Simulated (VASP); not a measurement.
A run of VASP 6.6.1:

File INCAR:

```
  ALGO = Normal
  EDIFF = 1E-6
  ENCUT = 520
  GGA = PE
  ISIF = 2
  ISMEAR = -1
  ISPIN = 2
  LASPH = True
  LCHARG = False
  LMAXMIX = 6
  LORBIT = 11
  LREAL = False
  LWAVE = False
  MAGMOM = 7
  NBANDS = 19
  NELM = 150
  PREC = Accurate
  SIGMA = 0.08
```

Contents of KPOINTS:

```
k-points
0
Gamma
  15 15 15
```

The input POSCAR:

```
Gd
1.0
   -1.7107295052      1.7107295052      1.7107295052
    1.7107295052     -1.7107295052      1.7107295052
    1.7107295052      1.7107295052     -1.7107295052
Gd
1
Direct
    0.0000000000      0.0000000000      0.0000000000
```

Potentials or basis: VASP PAW PBE potentials, release 64 (Gd).

Launch:

```bash
$ cat potpaw_PBE.64/Gd/POTCAR > POTCAR
$ mpirun -np 1 vasp_std > vasp.out
```

Hardware: 1 thread of Oxide Virtual Turin-like Processor, with other jobs on the host.

Problem. How long does it take, and how much memory?

Solution. It took 5.9 min on 1 thread of Oxide Virtual Turin-like Processor (shared host), peak memory 0.18 GiB. Counts: scf iterations 25, k points 120.
